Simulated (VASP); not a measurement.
# BN (P6_3/mmc) in VASP: single point with PBE

Aim: the single point of BN with PBE.

Everything below comes from runs of VASP 6.6.1. Logs are shortened: lines on timing, memory, paths and dates and some standing lists are left out, and cuts for length are marked.

## Step 1: The cell of the first run

Symmetry: P6_3/mmc, No. 194, hexagonal system. Conventional cell: a = 2.512 Å, b = 2.512 Å, c = 8.343 Å, α = 90.00°, β = 90.00°, γ = 120.00°. B (site symmetry -6m2) has 3 N at 1.45 Å within 1.9 Å. N (site symmetry -6m2) has 3 B at 1.45 Å within 1.9 Å.

## Step 2: Single point, PBE

INCAR reads:

```
PREC = Accurate ; ENCUT = 520
EDIFF = 1E-6 ; ISMEAR = 0
SIGMA = 0.01 ; LREAL = Auto
LASPH = True ; NELM = 100
ALGO = Normal ; ISIF = 2
LWAVE = False ; LCHARG = True
GGA = PE ; LELF = True
LVHAR = True ; NBANDS = 126
```

KPOINTS reads:

```
Automatic mesh
0
Gamma
  3 3 3
```

POSCAR reads:

```
BN
1.0
    0.0000000000      0.0000000000      8.3431560662
    7.5365434625     -4.3512253968      0.0000000000
    0.0000000000      8.7024507937      0.0000000000
B N
24 24
Direct
    0.2500000000      0.0000000000      0.1666666667
    0.2500000000      0.5000000000      0.1666666667
    0.2500000000      0.3333333333      0.3333333333
    0.2500000000      0.1666666667      0.5000000000
    0.2500000000      0.0000000000      0.6666666667
    0.2500000000      0.8333333333      0.3333333333
    0.2500000000      0.6666666667      0.5000000000
    0.2500000000      0.5000000000      0.6666666667
    0.2500000000      0.3333333333      0.8333333333
    0.2500000000      0.1666666667      0.0000000000
    0.2500000000      0.8333333333      0.8333333333
    0.2500000000      0.6666666667      0.0000000000
    0.7500000000      0.1666666667      0.1666666667
    0.7500000000      0.6666666667      0.1666666667
    0.7500000000      0.5000000000      0.3333333333
    0.7500000000      0.3333333333      0.5000000000
    0.7500000000      0.1666666667      0.6666666667
    0.7500000000      0.0000000000      0.3333333333
    0.7500000000      0.8333333333      0.5000000000
    0.7500000000      0.6666666667      0.6666666667
    0.7500000000      0.5000000000      0.8333333333
    0.7500000000      0.3333333333      0.0000000000
    0.7500000000      0.0000000000      0.8333333333
    0.7500000000      0.8333333333      1.0000000000
    0.7500000000      0.0000000000      0.1666666667
    0.7500000000      0.5000000000      0.1666666667
    0.7500000000      0.3333333333      0.3333333333
    0.7500000000      0.1666666667      0.5000000000
    0.7500000000      0.0000000000      0.6666666667
    0.7500000000      0.8333333333      0.3333333333
    0.7500000000      0.6666666667      0.5000000000
    0.7500000000      0.5000000000      0.6666666667
    0.7500000000      0.3333333333      0.8333333333
    0.7500000000      0.1666666667      0.0000000000
    0.7500000000      0.8333333333      0.8333333333
    0.7500000000      0.6666666667      0.0000000000
    0.2500000000      0.1666666667      0.1666666667
    0.2500000000      0.6666666667      0.1666666667
    0.2500000000      0.5000000000      0.3333333333
    0.2500000000      0.3333333333      0.5000000000
    0.2500000000      0.1666666667      0.6666666667
    0.2500000000      0.0000000000      0.3333333333
    0.2500000000      0.8333333333      0.5000000000
    0.2500000000      0.6666666667      0.6666666667
    0.2500000000      0.5000000000      0.8333333333
    0.2500000000      0.3333333333      0.0000000000
    0.2500000000      0.0000000000      0.8333333333
    0.2500000000      0.8333333333      1.0000000000
```

Potentials or basis: VASP PAW PBE potentials, release 64 (B, N).

Launch:

```
$ cat potpaw_PBE.64/B/POTCAR potpaw_PBE.64/N/POTCAR > POTCAR
$ mpirun -np 1 vasp_std > vasp.out
```

OUTCAR:

```text
PREC = Accurate
   ENCUT = 520
   EDIFF = 1E-6
   ISMEAR = 0
   LREAL = Auto
   LASPH = True
   NELM = 100
   ISIF = 2
   GGA = PE

 ion  position               nearest neighbor table
   1  0.250  0.000  0.167-  42 1.45  37 1.45  48 1.45
   2  0.250  0.500  0.167-  39 1.45  38 1.45  46 1.45
   3  0.250  0.333  0.333-  37 1.45  39 1.45  40 1.45
   4  0.250  0.167  0.500-  40 1.45  41 1.45  42 1.45
   5  0.250  0.000  0.667-  47 1.45  41 1.45  43 1.45
   6  0.250  0.833  0.333-  38 1.45  42 1.45  43 1.45
[... 40 lines left out ...]
  47  0.250  0.000  0.833-   5 1.45  11 1.45  10 1.45
  48  0.250  0.833  0.000-  12 1.45  11 1.45   1 1.45

  LATTYP: Found a hexagonal cell.
 ALAT       =     8.7024507937
 C/A-ratio  =     0.9587133859

  Lattice vectors:

 A1 = (   7.5365434625,  -4.3512253968,   0.0000000000)
 A2 = (   0.0000000000,   8.7024507937,   0.0000000000)
 A3 = (   0.0000000000,   0.0000000000,   8.3431560662)

Analysis of symmetry for initial positions (statically):
=====================================================================
 Subroutine PRICEL returns following result:

  LATTYP: Found a hexagonal cell.
 ALAT       =     2.5121811547
 C/A-ratio  =     3.3210805880

  Lattice vectors:

 A1 = (  -2.5121811547,  -0.0000000009,   0.0000000000)
 A2 = (   1.2560905773,  -2.1756126980,   0.0000000000)
 A3 = (   0.0000000000,   0.0000000000,   8.3431560662)

  12 primitive cells build up your supercell.

 Routine SETGRP: Setting up the symmetry group for a
 hexagonal supercell.

 Subroutine GETGRP returns: Found 24 space group operations
 (whereof 12 operations were pure point group operations)
 out of a pool of 24 trial point group operations.

The static configuration has the point symmetry D_3d.
 The point group associated with its full space group is D_6h.

Analysis of symmetry for dynamics (positions and initial velocities):
=====================================================================
 Subroutine PRICEL returns following result:

  LATTYP: Found a hexagonal cell.
 ALAT       =     2.5121811547
 C/A-ratio  =     3.3210805880

  Lattice vectors:

 A1 = (  -2.5121811547,  -0.0000000009,   0.0000000000)
 A2 = (   1.2560905773,  -2.1756126980,   0.0000000000)
 A3 = (   0.0000000000,   0.0000000000,   8.3431560662)

  12 primitive cells build up your supercell.

 Routine SETGRP: Setting up the symmetry group for a
 hexagonal supercell.

 Subroutine GETGRP returns: Found 24 space group operations
 (whereof 12 operations were pure point group operations)
 out of a pool of 24 trial point group operations.

The dynamic configuration has the point symmetry D_3d.
 The point group associated with its full space group is D_6h.

 Subroutine INISYM returns: Found 24 space group operations
 (whereof 12 operations are pure point group operations),
 and found    12 'primitive' translations

----------------------------------------------------------------------------------------

                                     Primitive cell

  volume of cell :      45.5998

  direct lattice vectors                    reciprocal lattice vectors
    -2.512181155 -0.000000001  0.000000000    -0.398060465 -0.229820317  0.000000000
     1.256090577 -2.175612698  0.000000000     0.000000000 -0.459640634  0.000000000
     0.000000000  0.000000000  8.343156066     0.000000000  0.000000000  0.119858719

  length of vectors
     2.512181155  2.512181154  8.343156066     0.459640634  0.459640634  0.119858719

  position of ions in fractional coordinates (direct lattice)
     0.666666667  0.333333333  0.250000000
     0.333333333  0.666666667  0.750000000
     0.666666667  0.333333333  0.750000000
     0.333333333  0.666666667  0.250000000

  ion indices of the primitive-cell ions
   primitive index   ion index
                 1           1
                 2          18
                 3          25
                 4          42

----------------------------------------------------------------------------------------

 KPOINTS: Automatic mesh

Automatic generation of k-mesh.
 Grid dimensions read from file:
 generate k-points for:    3    3    3

 Generating k-lattice:

  Cartesian coordinates                     Fractional coordinates (reciprocal lattice)
     0.000000000  0.000000000  0.039952906     0.333333333  0.000000000  0.000000000
     0.044228941  0.000000000  0.000000000     0.000000000  0.333333333  0.000000000
     0.022114470  0.038303386  0.000000000     0.000000000  0.000000000  0.333333333

  Length of vectors
     0.039952906  0.044228941  0.044228941

  Shift w.r.t. Gamma in fractional coordinates (k-lattice)
     0.000000000  0.000000000  0.000000000

 Subroutine IBZKPT returns following result:
 ===========================================

 Found      6 irreducible k-points:

 Following reciprocal coordinates:
            Coordinates               Weight
  0.000000  0.000000  0.000000      1.000000
  0.333333  0.000000  0.000000      2.000000
  0.000000  0.333333  0.000000      6.000000
  0.333333  0.333333  0.000000     12.000000
  0.000000  0.333333  0.333333      2.000000
  0.333333  0.333333  0.333333      4.000000
   k-points           NKPTS =      6   k-points in BZ     NKDIM =      6   number of bands    NBANDS=    126
   number of dos      NEDOS =    301   number of ions     NIONS =     48
   total plane-waves  NPLWV = 313600
   dimension x,y,z NGX =    64 NGY =   70 NGZ =   70
   dimension x,y,z NGXF=   128 NGYF=  140 NGZF=  140
   ions per type =              24  24
   NGX,Y,Z   is equivalent  to a cutoff of  12.75, 13.37, 13.37 a.u.
   NGXF,Y,Z  is equivalent  to a cutoff of  25.51, 26.74, 26.74 a.u.
 SYSTEM =  unknown system
   PREC   = accura    normal or accurate (medium, high low for compatibility)
   ISTART =      0    job   : 0-new  1-cont  2-samecut
   ICHARG =      2    charge: 1-file 2-atom 10-const
   ISPIN  =      1    spin polarized calculation?
   LNONCOLLINEAR =      F non collinear calculations
   LSORBIT =      F    spin-orbit coupling
   LASPH  =      T    aspherical Exc in radial PAW
   ENCUT  =  520.0 eV  38.22 Ry    6.18 a.u.  15.51 16.18 16.18*2*pi/ulx,y,z
   NELM   =    100;   NELMIN=  2; NELMDL= -5     # of ELM steps
   EDIFF  = 0.1E-05   stopping-criterion for ELM
   LREAL  =      T    real-space projection
   EDIFFG = 0.1E-04   stopping-criterion for IOM
   NSW    =      0    number of steps for IOM
   IBRION =     -1    ionic relax: 0-MD 1-quasi-New 2-CG
   NFREE  =      0    steps in history (QN), initial steepest desc. (CG)
   ISIF   =      2    stress and relaxation
   ISYM   =      2    0-nonsym 1-usesym 2-fastsym
   POTIM  = 0.5000    time-step for ionic-motion
   TEBEG  =    0.0;   TEEND  =   0.0 temperature during run
   PSTRESS=    0.0 pullay stress
   NELECT =     192.0000    total number of electrons
   NUPDOWN=      -1.0000    fix difference up-down
   EMIN   =  10.00;   EMAX   =-10.00  energy-range for DOS
   EFERMI =   0.00;   METHOD = LEGACY
   ISMEAR =     0;   SIGMA  =   0.01  broadening in eV -4-tet -1-fermi 0-gaus
   EFERMI_NEDOS =   21; number of points for ismear=-14 and -15
   IALGO  =     38    algorithm
   IMIX   =      4    mixing-type and parameters
     AMIX     =   0.40;   BMIX     =  1.00
     AMIX_MAG =   1.60;   BMIX_MAG =  1.00
  volume/ion in A,a.u.               =      11.40        76.93
  Fermi-wavevector in a.u.,A,eV,Ry     =   1.154677  2.182023 18.140362  1.333279
  Thomas-Fermi vector in A             =   2.291312
   LORBIT       =      0    0 simple, 1 ext, 2 COOP (PROOUT), +10 PAW based schemes
   GGA     = PE    functional components
   LHFCALC =     F    Hartree Fock is set to
   AEXX    =    0.0000 exact exchange contribution
   IVDW    =     0    specifies the selected vdW correction
   LEPSILON=     F    determine dielectric tensor
   LRPA    =     F    only Hartree local field effects (RPA)
 non-spin polarized calculation
 Gauss-broadening in eV      SIGMA  =   0.01
  energy-cutoff  :      520.00
  volume of cell :      547.20
 maximum number of plane-waves:     14773
 NGX is ok and might be reduce to    64
   NGX = 31   NGY = 33   NGZ = 33

 number of electron     191.9999982 magnetization

 Free energy of the ion-electron system (eV)
  ---------------------------------------------------
  ext. energy  EPLUGINS =         0.00000000
  ---------------------------------------------------
  free energy    TOTEN  =      -422.50080483 eV

  energy without entropy =     -422.50080483  energy(sigma->0) =     -422.50080483

 E-fermi :   0.6956     XC(G=0):  -8.5803

 val. band max:        0.6019711801   @ k =   0.3333   0.0000   0.0000
 cond. band min:       5.0001830166   @ k =   0.0000   0.0000   0.0000
 fundamental gap:      4.3982118365
 Fermi energy:         0.6955537436

 k-point     1 :       0.0000    0.0000    0.0000
  band No.  band energies     occupation
      1     -17.0282      2.00000
      2     -16.9872      2.00000
      3     -15.5227      2.00000
      4     -15.5227      2.00000
      5     -15.5227      2.00000
      6     -15.5227      2.00000
[... 100 lines left out ...]
    107       5.6145      0.00000
    108       7.5730      0.00000

 k-point     2 :       0.3333    0.0000    0.0000
  band No.  band energies     occupation
      1     -17.0179      2.00000
      2     -16.9975      2.00000
      3     -15.5151      2.00000
      4     -15.5151      2.00000
      5     -15.5151      2.00000
      6     -15.5150      2.00000
[... 100 lines left out ...]
    107       5.6056      0.00000
    108       7.1200      0.00000

 k-point     3 :       0.0000    0.3333    0.0000
  band No.  band energies     occupation
      1     -16.8509      2.00000
      2     -16.8111      2.00000
      3     -16.3327      2.00000
      4     -16.2961      2.00000
      5     -15.8392      2.00000
      6     -15.8392      2.00000
[... 100 lines left out ...]
    107       6.3105      0.00000
    108       6.3105      0.00000

 k-point     4 :       0.3333    0.3333    0.0000
  band No.  band energies     occupation
      1     -16.8410      2.00000
      2     -16.8211      2.00000
      3     -16.3236      2.00000
      4     -16.3053      2.00000
      5     -15.8309      2.00000
      6     -15.8309      2.00000
[... 100 lines left out ...]
    107       6.1956      0.00000
    108       6.7287      0.00000

 k-point     5 :       0.0000    0.3333    0.3333
  band No.  band energies     occupation
      1     -16.5032      2.00000
      2     -16.5032      2.00000
      3     -16.5032      2.00000
      4     -16.4656      2.00000
      5     -16.4656      2.00000
      6     -16.4656      2.00000
[... 100 lines left out ...]
    107       6.1715      0.00000
    108       6.1715      0.00000

 k-point     6 :       0.3333    0.3333    0.3333
  band No.  band energies     occupation
      1     -16.4938      2.00000
      2     -16.4938      2.00000
      3     -16.4938      2.00000
      4     -16.4750      2.00000
      5     -16.4750      2.00000
      6     -16.4750      2.00000
[... 100 lines left out ...]
    107       6.1014      0.00000
    108       6.1014      0.00000
 [bands above 108 left out]

------------------------ aborting loop because EDIFF is reached ----------------------------------------

  FORCE on cell =-STRESS in cart. coord.  units (eV):
  Direction    XX          YY          ZZ          XY          YZ          ZX
  --------------------------------------------------------------------------------------
  -------------------------------------------------------------------------------------
  Total        0.4189207      0.4189207     -0.2873984      0.0000000      0.0000000      0.0000000
  in kB        1.2265866      1.2265866     -0.8414935      0.0000000      0.0000000      0.0000000
  external PRESSURE =       0.5372266 kB  Pullay stress =       0.0000000 kB

 VOLUME and BASIS-vectors are now :
 -----------------------------------------------------------------------------
  energy-cutoff  :      520.00
  volume of cell :      547.20
      direct lattice vectors                 reciprocal lattice vectors
     0.000000000  0.000000000  8.343156066     0.000000000  0.000000000  0.119858719
     7.536543463 -4.351225397  0.000000000     0.132686822  0.000000000  0.000000000
     0.000000000  8.702450794  0.000000000     0.066343411  0.114910158  0.000000000

 POSITION                                       TOTAL-FORCE (eV/Angst)
 -----------------------------------------------------------------------------------
      0.00000      1.45041      2.08579         0.000000     -0.000000      0.000000
      3.76827     -0.72520      2.08579         0.000000     -0.000000     -0.000000
      2.51218      1.45041      2.08579        -0.000000      0.000000     -0.000000
      1.25609      3.62602      2.08579        -0.000000      0.000000     -0.000000
      0.00000      5.80163      2.08579        -0.000000     -0.000000     -0.000000
      6.28045     -0.72520      2.08579        -0.000000     -0.000000     -0.000000
[... 40 lines left out ...]
      0.00000      7.25204      2.08579         0.000000     -0.000000     -0.000000
      6.28045     -3.62602      2.08579         0.000000     -0.000000     -0.000000
 -----------------------------------------------------------------------------------
    total drift:                                0.000000     -0.000000      0.000000

  FREE ENERGIE OF THE ION-ELECTRON SYSTEM (eV)
  ---------------------------------------------------
  free  energy   TOTEN  =      -422.5008048303 eV

  energy  without entropy=     -422.5008048303  energy(sigma->0) =     -422.50080483
```

Wall time 26 min (1 thread of Intel Xeon 8259CL, shared host); peak memory 0.77 GiB.

Results:

* Free energy: -422.5008 eV
* Pressure: 0.1 GPa
* Band gap on the k mesh: 4.40 eV

Stress tensor (GPa, compression positive):
```
 0.12  0.00  0.00
 0.00  0.12  0.00
 0.00  0.00 -0.08
```

Caveat: this functional lacks dispersion, which binds layers or chains, so the pressure and a relaxed spacing across them are unreliable. A k mesh can miss the band edges.
